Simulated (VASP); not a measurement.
Here is a VASP 6.6.1 calculation.

The input INCAR:

```
ALGO = Normal
EDIFF = 1E-8
ENCUT = 520
GGA = CA
ISIF = 2
ISMEAR = -1
LASPH = T
LCHARG = F
LEFG = T
LREAL = F
LWAVE = F
NBANDS = 12
NELM = 80
PREC = Accurate
SIGMA = 0.05
```

KPOINTS

```
k-points
0
Gamma
  15 15 15
```

The input POSCAR:

```
Ag
1.0
    0.0000000000      2.0831709575      2.0831709575
    2.0831709575      0.0000000000      2.0831709575
    2.0831709575      2.0831709575      0.0000000000
Ag
1
Direct
    0.0000000000      0.0000000000      0.0000000000
```

Potentials or basis: VASP PAW LDA potentials, release 64 (Ag).

The run is started by

```bash
$ cat potpaw_LDA.64/Ag/POTCAR > POTCAR
$ mpirun -np 1 vasp_std > vasp.out
```

**Question.** Estimate the pressure.

**Answer.** -11.8 GPa.

Caveat: without QUAD_EFG the Cq values of the log hold for a quadrupole moment of 1 mb, not for the nuclei.
